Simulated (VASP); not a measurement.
A run of VASP 6.6.1 is set up as follows.

File INCAR:

```
ALGO = Normal ; EDIFF = 1E-8
ENCUT = 520 ; GGA = PE
ISIF = 2 ; ISMEAR = -1
LASPH = T ; LCHARG = F
LEFG = T ; LREAL = F
LWAVE = F ; NBANDS = 8
NELM = 60 ; PREC = Accurate
SIGMA = 0.05
```

The input KPOINTS:

```
k-points
0
Gamma
  19 19 19
```

The input POSCAR:

```
Sb
1.0
   -1.5050000000      1.5050000000      2.5048000000
    1.5050000000     -1.5050000000      2.5048000000
    1.5050000000      1.5050000000     -2.5048000000
Sb
1
Direct
    0.0000000000      0.0000000000      0.0000000000
```

Potentials or basis: VASP PAW PBE potentials, release 64 (Sb).

Command:

```console
$ cat potpaw_PBE.64/Sb/POTCAR > POTCAR
$ mpirun -np 1 vasp_std > vasp.out
```

Question: Estimate the pressure.

Answer: 18.0 GPa.

Question: Estimate the band gap on the k mesh.

Answer: Zero (an odd number of electrons rules out a gap without spin polarisation).

Stress tensor (GPa, compression positive):
```
18.83  0.00  0.00
 0.00 18.83  0.00
 0.00  0.00 16.34
```

Caveat: the cell differs from its parent crystal (zz strain of +1 %); the cell stands under pressure; without QUAD_EFG the Cq values of the log hold for a quadrupole moment of 1 mb, not for the nuclei; spin-orbit coupling is left out, which moves the levels of the heavy elements.
